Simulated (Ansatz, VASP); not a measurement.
**GaSb3 in VASP and in Ansatz**

```
Ga Sb
1.0
    -2.60048    2.60048    4.55272
     2.60048   -2.60048    4.55272
     2.60048    2.60048   -4.55272
Ga Sb
1 3
Direct
  0.50000 0.50000 0.00000
  0.50000 0.00000 0.50000
  0.00000 0.50000 0.50000
  0.00000 0.00000 0.00000
```

Alike in both runs: task relaxation of cell and atoms; functional PBE; k mesh 5 × 5 × 5; occupations gaussian, width 0.2 eV; no spin polarisation.

```csv
,VASP,Ansatz
version,VASP 6.6.1,Ansatz 0.2.0
potentials or method,"VASP PAW PBE potentials, release 64 (Ga_d, Sb), cutoff 600 eV","scalar-relativistic, plane waves, PAW"
valence electrons in the cell,28,58
```

|  | VASP | Ansatz | Ansatz less VASP |
| --- | --- | --- | --- |
| gap on the k mesh at the Fermi level, each at its own relaxed structure (eV) | none | none | - |
| relaxed volume (Å³/atom) | 27.68 | 27.61 | -0.064 |
| relaxed length of the cell vector where the two differ most in proportion (Å) | 5.239 | 5.235 | -0.0040 |

A gap of «none» marks a metal or a gap that the smearing closes. VASP's potentials hold 28 valence electrons a cell and Ansatz's 58, so a difference there can come from the potentials and not from the codes.

Spin-orbit coupling is off throughout.
